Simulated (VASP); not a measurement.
# Ta9Al (P1) in VASP: notebook, part 2 of 2

VASP 6.6.1. Earlier steps stand in the parts before.

## (3) Single point, PBE

This run uses another cell than the first one, of 18.01 Å³/atom.

The input, INCAR:

```
SYSTEM = Ta9Al
ALGO = Fast ; EDIFF = 1E-6
ENCUT = 520 ; GGA = PE
ISIF = 2 ; ISMEAR = 0
ISYM = 0 ; LASPH = .TRUE.
LCHARG = .TRUE. ; LELF = .TRUE.
LREAL = Auto ; LVHAR = .TRUE.
LWAVE = .FALSE. ; NBANDS = 118
NELM = 60 ; PREC = Accurate
SIGMA = 0.1
```

The input, KPOINTS:

```
Automatic mesh
0
Gamma
  2 2 2
  0.5 0.5 0.5
```

The input, POSCAR:

```
Ta9Al
1.0
   -4.9972130350      4.9988028339     -1.5422985856
   -5.0092426342     -1.5729485285      4.9429418028
    1.5730332427      5.0117544038      4.9438637735
Al Ta
2 18
Direct
    1.0012718727     -0.0015033065      0.9971336524
    0.5991876325      0.1017785495      0.1007037891
    0.5014093397      0.5000622155      0.9962412974
    0.0990531785      0.6001077193      0.1014351867
    0.1966411455      0.1982826307      0.1970708308
    0.6990150432      0.6986998905      0.1997934712
    0.8018857690      0.2994044784      0.2983801785
    0.3001378857      0.8003668789      0.2987638650
    0.4027157152      0.3977020935      0.3962821061
    0.5014247397     -0.0024143854      0.4989798393
    0.9997184706      0.4993869439      0.4983133956
    0.0991063636      0.1025788281      0.5988416188
    0.9012654083      0.8992180742      0.4004185945
    0.6007679869      0.6007761876      0.5996124201
    0.6989862540      0.2008875899      0.6974556627
    0.1977759756      0.7025014922      0.7013620850
    0.2999813801      0.2998587791      0.7990803671
    0.7985417208      0.8006704102      0.7995433442
    0.9012380543      0.4015855660      0.8981376725
    0.4038270932      0.9018435579      0.9008579455
```

Potentials or basis: VASP PAW PBE potentials, release 64 (Al, Ta_pv).

On the command line:

```
$ cat potpaw_PBE.64/Al/POTCAR potpaw_PBE.64/Ta_pv/POTCAR > POTCAR
$ mpirun -np 1 vasp_std > vasp.out
```

OUTCAR:

```text
SYSTEM = Ta9Al
   EDIFF = 1E-6
   ENCUT = 520
   GGA = PE
   ISIF = 2
   ISMEAR = 0
   ISYM = 0
   LASPH = .TRUE.
   LREAL = Auto
   NELM = 60
   PREC = Accurate

 ion  position               nearest neighbor table
   1  0.001  0.998  0.997-  12 2.84   4 2.84  20 2.85   2 2.86  19 2.87  13 2.87   5 2.89  18 2.90
                            16 3.23   7 3.28  17 3.31   8 3.32   6 3.33  15 3.33
   2  0.599  0.102  0.101-   3 2.84  10 2.84   5 2.85   1 2.86   6 2.87  15 2.87  20 2.89   7 2.90
                             9 3.23  18 3.29   8 3.32  17 3.32  19 3.33  13 3.33
   3  0.501  0.500  0.996-  14 2.82  19 2.84   2 2.84   9 2.85  20 2.85   4 2.86  17 2.91   6 2.91
                            15 3.26   8 3.29  18 3.30  16 3.31   7 3.33   5 3.35
   4  0.099  0.600  0.101-  11 2.83   6 2.84   1 2.84  16 2.85   5 2.85   3 2.86   8 2.91  19 2.91
                            13 3.26  17 3.29   7 3.30   9 3.31  18 3.33  20 3.35
   5  0.197  0.198  0.197-   7 2.81   8 2.84  17 2.84   2 2.85   4 2.85  12 2.85   1 2.89   9 2.94
                            20 3.25  11 3.28  13 3.29  19 3.29   3 3.35  10 3.35
   6  0.699  0.699  0.200-   8 2.83   4 2.84  14 2.84   7 2.84  18 2.85   2 2.87   3 2.91  13 2.93
                            10 3.26  19 3.27  20 3.29   9 3.30  11 3.31   1 3.33
   7  0.802  0.299  0.298-   5 2.81   9 2.83  15 2.84   6 2.84  13 2.85  19 2.85  11 2.90   2 2.90
[... 662 lines left out ...]
    113       7.3366      0.00000
    114       7.6282      0.00000
 [bands above 114 left out]

------------------------ aborting loop because EDIFF is reached ----------------------------------------

  FORCE on cell =-STRESS in cart. coord.  units (eV):
  Direction    XX          YY          ZZ          XY          YZ          ZX
  --------------------------------------------------------------------------------------
  -------------------------------------------------------------------------------------
  Total        0.2565898      0.1881024      0.4069884     -0.0574426     -0.0182134     -0.0116254
  in kB        1.1412467      0.8366322      1.8101816     -0.2554904     -0.0810085     -0.0517068
  external PRESSURE =       1.2626868 kB  Pullay stress =       0.0000000 kB

 VOLUME and BASIS-vectors are now :
 -----------------------------------------------------------------------------
  energy-cutoff  :      520.00
  volume of cell :      360.22
      direct lattice vectors                 reciprocal lattice vectors
    -4.997213035  4.998802834 -1.542298586    -0.090358831  0.090334322 -0.062824545
    -5.009242634 -1.572948528  4.942941803    -0.090063925 -0.061849202  0.091354977
     1.573033243  5.011754404  4.943863774     0.061858590  0.090018562  0.091334122

 POSITION                                       TOTAL-FORCE (eV/Angst)
 -----------------------------------------------------------------------------------
     -3.43954      3.43316      9.86324        -0.005039      0.011196     -0.002092
     -3.34569      3.33983      0.07683         0.006614     -0.010722     -0.000278
     -3.44346      6.71279      6.62374        -0.000241     -0.003953      0.000285
     -3.34151      0.05958      3.31501         0.007391      0.004251      0.010635
     -1.66590      1.65875      1.65111         0.003021     -0.006198      0.001399
     -6.67880      3.39654      3.36329         0.011297      0.016038      0.001654
[... 12 lines left out ...]
     -5.10252      8.37468      5.03531        -0.006740     -0.009245     -0.013246
     -5.11848      5.11498      8.28866        -0.005089     -0.005570      0.001194
 -----------------------------------------------------------------------------------
    total drift:                                0.000579     -0.005341     -0.004043

  FREE ENERGIE OF THE ION-ELECTRON SYSTEM (eV)
  ---------------------------------------------------
  free  energy   TOTEN  =      -220.8350426263 eV

  energy  without entropy=     -220.7471856703  energy(sigma->0) =     -220.79111415
```

OSZICAR:

```text
N       E                     dE             d eps       ncg     rms          rms(c)
DAV:   1     0.222081424827E+04    0.22208E+04   -0.11132E+05   952   0.178E+03
DAV:   2    -0.877532452768E+02   -0.23086E+04   -0.22536E+04   990   0.540E+02
DAV:   3    -0.223350864774E+03   -0.13560E+03   -0.12802E+03  1200   0.106E+02
DAV:   4    -0.229461774287E+03   -0.61109E+01   -0.57888E+01  1128   0.180E+01
DAV:   5    -0.229672658797E+03   -0.21088E+00   -0.20979E+00  1256   0.317E+00    0.564E+01
RMM:   6    -0.222694406140E+03    0.69783E+01   -0.88753E+00   956   0.972E+00    0.272E+01
RMM:   7    -0.220897238272E+03    0.17972E+01   -0.10011E+01   994   0.952E+00    0.215E+00
RMM:   8    -0.220848106109E+03    0.49132E-01   -0.12467E+00  1180   0.282E+00    0.173E+00
RMM:   9    -0.220835937004E+03    0.12169E-01   -0.26793E-01  1257   0.108E+00    0.768E-01
RMM:  10    -0.220833045082E+03    0.28919E-02   -0.60998E-02  1179   0.632E-01    0.458E-01
RMM:  11    -0.220834764436E+03   -0.17194E-02   -0.18887E-02  1367   0.284E-01    0.213E-01
RMM:  12    -0.220835011727E+03   -0.24729E-03   -0.32441E-03  1305   0.126E-01    0.751E-02
RMM:  13    -0.220835032604E+03   -0.20877E-04   -0.89400E-04  1339   0.668E-02    0.271E-02
RMM:  14    -0.220835038028E+03   -0.54244E-05   -0.23221E-04  1265   0.345E-02    0.219E-02
RMM:  15    -0.220835043213E+03   -0.51849E-05   -0.75104E-05  1344   0.185E-02    0.120E-02
RMM:  16    -0.220835042391E+03    0.82252E-06   -0.19342E-05   995   0.992E-03    0.455E-03
RMM:  17    -0.220835042626E+03   -0.23559E-06   -0.55163E-06   820   0.517E-03
   1 F= -.22083504E+03 E0= -.22079111E+03  d E =-.878570E-01
```

stdout:

```text
POSCAR found type information on POSCAR AlTa
 POSCAR found :  2 types and      20 ions
 scaLAPACK will be used
 LDA part: xc-table for (Slater+PW92), standard interpolation
 POSCAR, INCAR and KPOINTS ok, starting setup
 FFT: planning ... GRIDC
 FFT: planning ... GRID_SOFT
 FFT: planning ... GRID
 WAVECAR not read
 entering main loop
```

Wall time 3.9 min (1 thread of Intel Xeon Platinum 8488C (Sapphire Rapids), shared host); peak memory 0.44 GiB.

Results:

* Free energy: -220.8350 eV
* Pressure: 0.1 GPa
* Largest force: 0.021 eV/Å
* Band gap on the k mesh: zero (bands 102 and 103 overlap by 0.05 eV)

Forces in eV/Å, atoms in the order of the input:
```
Al  -0.005  0.011 -0.002
Al   0.007 -0.011  0.000
Ta   0.000 -0.004  0.000
Ta   0.007  0.004  0.011
Ta   0.003 -0.006  0.001
Ta   0.011  0.016  0.002
Ta  -0.020  0.007 -0.002
Ta  -0.002  0.008 -0.008
Ta   0.008  0.008  0.010
Ta   0.006  0.003 -0.007
Ta   0.007 -0.014 -0.006
Ta   0.002 -0.010  0.011
Ta   0.005  0.009 -0.014
Ta  -0.003  0.001 -0.002
Ta  -0.015 -0.003  0.012
Ta   0.001  0.000  0.003
Ta  -0.009  0.006 -0.002
Ta   0.008 -0.011  0.005
Ta  -0.007 -0.009 -0.013
Ta  -0.005 -0.006  0.001
```

Stress tensor (GPa, compression positive):
```
 0.11 -0.03 -0.01
-0.03  0.08 -0.01
-0.01 -0.01  0.18
```

Caveat: the k points lie up to 0.45 Å⁻¹ apart; spin-orbit coupling is left out, which moves the levels of the heavy elements.

## (4) Single point, PBE

This run uses another cell than the first one, of 18.01 Å³/atom.

The input, INCAR:

```
PREC = Accurate
ENCUT = 520
EDIFF = 1E-7
ISMEAR = 0
SIGMA = 0.1
LREAL = Auto
LASPH = T
NELM = 60
ALGO = Fast
ISIF = 2
LWAVE = F
LCHARG = F
GGA = PE
NBANDS = 118
ISYM = 0
```

KPOINTS is that of step 3.

The input, POSCAR:

```
Ta9Al
1.0
   -5.0108518345      4.9482153444     -1.5739067765
   -4.9934347483     -1.5415483529      4.9930393564
    1.5740691109      4.9482611501      5.0105022483
Al Ta
2 18
Direct
    0.1984833108      0.2025912953      0.1987689680
    0.3009423288      0.8000936442      0.3019363185
    0.0001237802     -0.0000157711      0.0007949495
    0.4991308015      0.5012531361      0.0010935127
    0.6011689731      0.1025871037      0.0994644324
    0.1009780301      0.6048184438      0.1019389467
    0.6992221655      0.7025120949      0.1979542434
    0.8000998890      0.2998514258      0.3029693743
    0.3983197596      0.3977054479      0.3990617903
    0.4993013359      1.0025942511      0.4998346904
    0.0002177867      0.5013672333      0.4999471317
    0.0989428315      0.1026202509      0.6018410128
    0.8982815773      0.8999560260      0.4011664119
    0.5973909220      0.6039596455      0.5981622522
    0.6990962631      0.2008717819      0.6998356813
    0.1972447595      0.7027223031      0.7002803954
    0.3022322488      0.3000447892      0.8005736819
    0.8002904824      0.8017940186      0.8009255861
    0.9020397047      0.3985683456      0.9027901253
    0.4004636747      0.8999938056      0.8989509232
```

Potentials or basis: VASP PAW PBE potentials, release 64 (Al, Ta_pv).

On the command line:

```
$ cat potpaw_PBE.64/Al/POTCAR potpaw_PBE.64/Ta_pv/POTCAR > POTCAR
$ mpirun -np 1 vasp_std > vasp.out
```

OUTCAR:

```text
PREC = Accurate
   ENCUT = 520
   EDIFF = 1E-7
   ISMEAR = 0
   LREAL = Auto
   LASPH = T
   NELM = 60
   ISIF = 2
   GGA = PE
   ISYM = 0

 ion  position               nearest neighbor table
   1  0.198  0.203  0.199-  17 2.84   8 2.84   6 2.85   2 2.86   5 2.86  12 2.87   9 2.89   3 2.91
                            19 3.23  10 3.29   4 3.31  11 3.31  20 3.33  13 3.33
   2  0.301  0.800  0.302-  16 2.84   7 2.84   9 2.85   1 2.86  13 2.86  20 2.87   6 2.89  10 2.91
                            14 3.24   3 3.29  11 3.31   4 3.31  12 3.33   5 3.33
   3  0.000  1.000  0.001-   6 2.81  19 2.82   5 2.84  12 2.84  20 2.85  13 2.85  18 2.90   1 2.91
                             2 3.29  15 3.29  16 3.30   7 3.30   8 3.33  17 3.33
   4  0.499  0.501  0.001-   5 2.83  20 2.83   9 2.84   6 2.84  19 2.87  14 2.87   7 2.90  17 2.91
                            16 3.29   8 3.29   1 3.31   2 3.31  15 3.32  18 3.33
   5  0.601  0.103  0.099-   4 2.83   7 2.83   3 2.84  15 2.84  10 2.85   1 2.86   8 2.91  20 2.93
                            17 3.26  13 3.28   9 3.29  19 3.30  18 3.31   2 3.33
   6  0.101  0.605  0.102-   3 2.81  11 2.84   4 2.84   1 2.85  16 2.85   7 2.85   2 2.89  19 2.93
                             9 3.26  18 3.28  13 3.29  20 3.29   8 3.35  17 3.35
   7  0.699  0.703  0.198-  18 2.83   5 2.83   2 2.84  14 2.85   6 2.85   8 2.86   4 2.90  13 2.91
[... 204 lines left out ...]
      6     -28.5230      2.00000
[... 457 lines left out ...]
    113       7.3384      0.00000
    114       7.6231      0.00000
 [bands above 114 left out]

------------------------ aborting loop because EDIFF is reached ----------------------------------------

  FORCE on cell =-STRESS in cart. coord.  units (eV):
  Direction    XX          YY          ZZ          XY          YZ          ZX
  --------------------------------------------------------------------------------------
  -------------------------------------------------------------------------------------
  Total        0.1443659      0.2794396      0.1683090      0.0601529     -0.0692223     -0.1726879
  in kB        0.6420203      1.2427166      0.7484994      0.2675104     -0.3078437     -0.7679733
  external PRESSURE =       0.8777454 kB  Pullay stress =       0.0000000 kB

 VOLUME and BASIS-vectors are now :
 -----------------------------------------------------------------------------
  energy-cutoff  :      520.00
  volume of cell :      360.27
      direct lattice vectors                 reciprocal lattice vectors
    -5.010851835  4.948215344 -1.573906777    -0.090018378  0.091262480 -0.061849176
    -4.993434748 -1.541548353  4.993039356    -0.090435711 -0.062812710  0.090443179
     1.574069111  4.948261150  5.010502248     0.061843806  0.091261304  0.090024670

 POSITION                                       TOTAL-FORCE (eV/Angst)
 -----------------------------------------------------------------------------------
     -1.69332      1.65339      1.69508         0.005944     -0.009791      0.007417
     -5.02792      1.74980      5.03410        -0.001976      0.010178     -0.008369
     -4.99272     -1.53698      4.99675         0.021515      0.034895     -0.020735
     -5.00232      1.70251      1.72267         0.000532     -0.005257     -0.003222
     -3.36807      3.30875      0.06440        -0.001295      0.001414     -0.007031
     -3.36565      0.07172      3.37172        -0.012176     -0.000655      0.009947
[... 12 lines left out ...]
     -5.08916      8.31632      5.09377        -0.013365     -0.011308      0.015071
     -5.08571      5.04244      8.36761        -0.011081      0.004510     -0.003636
 -----------------------------------------------------------------------------------
    total drift:                               -0.003940     -0.000960      0.007773

  FREE ENERGIE OF THE ION-ELECTRON SYSTEM (eV)
  ---------------------------------------------------
  free  energy   TOTEN  =      -220.8345900583 eV

  energy  without entropy=     -220.7449287312  energy(sigma->0) =     -220.78975939
```

OSZICAR:

```text
N       E                     dE             d eps       ncg     rms          rms(c)
DAV:   1     0.222160652503E+04    0.22216E+04   -0.11113E+05   968   0.179E+03
DAV:   2    -0.829365131005E+02   -0.23045E+04   -0.22501E+04   994   0.540E+02
DAV:   3    -0.223474832649E+03   -0.14054E+03   -0.13254E+03  1208   0.107E+02
[... 13 lines left out ...]
RMM:  17    -0.220834589523E+03   -0.12650E-06   -0.60904E-06  1312   0.545E-03    0.250E-03
RMM:  18    -0.220834589663E+03   -0.13974E-06   -0.17031E-06   991   0.255E-03    0.123E-03
RMM:  19    -0.220834589867E+03   -0.20371E-06   -0.48336E-07   769   0.133E-03    0.470E-04
RMM:  20    -0.220834590054E+03   -0.18715E-06   -0.14926E-07   674   0.807E-04    0.187E-04
RMM:  21    -0.220834590058E+03   -0.43037E-08   -0.43621E-08   635   0.505E-04
   1 F= -.22083459E+03 E0= -.22078976E+03  d E =-.896613E-01
```

stdout:

```text
POSCAR found type information on POSCAR AlTa
 POSCAR found :  2 types and      20 ions
 scaLAPACK will be used
 LDA part: xc-table for (Slater+PW92), standard interpolation
 POSCAR, INCAR and KPOINTS ok, starting setup
 FFT: planning ... GRIDC
 FFT: planning ... GRID_SOFT
 FFT: planning ... GRID
 WAVECAR not read
 entering main loop
```

Run time: 4.8 min. Hardware: 1 thread of Intel Xeon Platinum 8488C (Sapphire Rapids), shared host; peak memory 0.45 GiB.

Results:

| Item | Value |
| --- | --- |
| Free energy | -220.8346 eV |
| Pressure | 0.1 GPa |
| Largest force | 0.046 eV/Å |
| Band gap on the k mesh | zero (bands 102 and 103 overlap by 0.05 eV) |

Forces on the atoms (eV/Å):
```
Al   0.006 -0.010  0.007
Al  -0.002  0.010 -0.008
Ta   0.022  0.035 -0.021
Ta   0.001 -0.005 -0.003
Ta  -0.001  0.001 -0.007
Ta  -0.012 -0.001  0.010
Ta  -0.012  0.003 -0.017
Ta   0.003 -0.005  0.018
Ta   0.003 -0.004 -0.010
Ta  -0.018 -0.025  0.025
Ta  -0.002  0.002 -0.002
Ta   0.009 -0.007  0.001
Ta   0.005 -0.001  0.011
Ta   0.011  0.006 -0.013
Ta   0.009 -0.011 -0.015
Ta   0.018 -0.004 -0.003
Ta  -0.012  0.004  0.002
Ta  -0.002  0.018  0.013
Ta  -0.013 -0.011  0.015
Ta  -0.011  0.005 -0.004
```

Stress tensor (GPa, compression positive):
```
 0.06  0.03 -0.08
 0.03  0.12 -0.03
-0.08 -0.03  0.07
```

Levels at points of the mesh, in eV from the Fermi level:
```
           k point  band 99  band 100  band 101  band 102  band 103  band 104  band 105  band 106
(0.25, 0.25, 0.25)    -0.41     -0.30     -0.19     -0.19     -0.08      0.16      0.30      0.42
```

Caveat: the k points lie up to 0.45 Å⁻¹ apart; spin-orbit coupling is left out, which moves the levels of the heavy elements.

## (5) The runs side by side

| task | cell | cutoff (eV) | gap on the mesh (eV) | pressure (GPa) | largest force (eV/Å) |
| --- | --- | --- | --- | --- | --- |
| relaxation of cell and atoms | relaxed from a = 7.212 Å, angles 80.9°, 20 atoms, atomic positions A | 600 | none | -0.1 | 0.03 |
| single point | a = 7.235, b = 7.211, c = 7.213 Å, angles 80.4, 79.4, 79.5°, 20 atoms, atomic positions B | 520 | none | 0.1 | 0.02 |
| single point | a = 7.216, b = 7.228 Å, angles 79.5, 80.4, 79.5°, 20 atoms, atomic positions C | 520 | none | 0.1 | 0.05 |

Alike in all rows: level PBE; potentials or basis VASP PAW PBE potentials, release 64 (Al, Ta_pv); no spin polarisation; k mesh 2 × 2 × 2, shifted; smearing gaussian 0.1 eV.

Caveats: all runs use coarse meshes; spin-orbit coupling is left out, which moves the levels of the heavy elements.

Absolute energies hang on the potentials; compare differences alone.
